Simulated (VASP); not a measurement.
Wanted: the native input for a VASP 6.6.1 run.

* Task: relaxation of cell and atoms
* Functional: PBEsol
* Potentials or basis: VASP PAW PBE potentials, release 64 (As)
* Cutoff: 600 eV
* k mesh: 14 × 14 × 14
* Occupations: tetrahedron
* Spin: collinear spin, ferromagnetic start
* Starting moments: [2.0] μB
* Dipole correction: no
* Further INCAR settings: ALGO = Normal; EDIFF = 1e-06; IBRION = 2; EDIFFG = -0.005; NSW = 60; ISIF = 3

The structure of As lies in POSCAR:

```
As
1.0
    2.7377415812      0.0000000000      0.0000000000
    0.0000000000      2.7377415812      0.0000000000
    0.0000000000      0.0000000000      2.7377415812
As
1
Direct
    0.0000000000      0.0000000000      0.0000000000
```

These files were run (other wordings do the same):

INCAR

```
PREC = Accurate
ENCUT = 600
EDIFF = 1E-6
ISMEAR = -4
SIGMA = 0.1
LREAL = False
LASPH = True
NELM = 150
ALGO = Normal
ISIF = 3
LWAVE = False
LCHARG = False
ISPIN = 2
MAGMOM = 2
LORBIT = 11
GGA = PS
IBRION = 2
NSW = 60
EDIFFG = -0.005
```

KPOINTS

```
regular mesh
0
Gamma
  14 14 14
```

Potentials or basis: VASP PAW PBE potentials, release 64 (As).

Run with:

```sh
$ cat potpaw_PBE.64/As/POTCAR > POTCAR
$ mpirun -np 1 vasp_std > vasp.out
```

It gave:

| Quantity | Value |
| --- | --- |
| Relaxed volume | 19.61 Å³/atom |
| Relaxed cell | a = 2.697 Å, b = 2.697 Å, c = 2.697 Å, α = 90.00°, β = 90.00°, γ = 90.00° |
| Space group after relaxing (to 0.05 Å) | Pm-3m (No. 221) |
| Energy gained by relaxing | 10.6 meV/atom |
| Ionic steps | 3 |
| Pressure after relaxing | 0.0 GPa |
| Net moment | 0.00 μB per cell |
| Valence electrons inside the program's atomic spheres | As 2.68 |

Caveat: the PAW data sets were made with another functional, which shifts forces and pressure a little.

Run time: 55 s on 1 thread of AMD EPYC 7R13 Processor (Zen 3) (shared host), peak memory 0.15 GiB.
